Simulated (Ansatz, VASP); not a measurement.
## Two plane-wave programs on W

```xyz
1
Lattice="-1.5853 1.5973 1.5853 1.6093 -1.5973 1.6093 1.5853 1.5973 -1.5853" Properties=species:S:1:pos:R:3 pbc="T T T"
W     0.0000    0.0000    0.0000
```

Change from the starting cell: strain +0.0150 x Voigt [0, 0, 0, 0, 1, 0], atoms carried along.

Alike in both runs: task single point; functional PBE; k mesh 20 × 20 × 20; occupations gaussian, width 0.15 eV; no spin polarisation.

|  | VASP | Ansatz |
| --- | --- | --- |
| version | VASP 6.6.1 | Ansatz 0.2.0 |
| potentials or method | VASP PAW PBE potentials, release 64 (W_sv), cutoff 520 eV | scalar-relativistic, plane waves, PAW |
| valence electrons in the cell | 14 | 14 |

|  | VASP | Ansatz | Ansatz less VASP |
| --- | --- | --- | --- |
| gap on the k mesh at the Fermi level (eV) | none | none | - |
| pressure (GPa) | -2.6 | -3.0 | -0.42 |
| traceless stress, the component that is largest in VASP (GPa) | -2.19 | -2.16 | +0.029 |

A gap of «none» marks a metal or a gap that the smearing closes.

Neither program's run includes spin-orbit coupling.
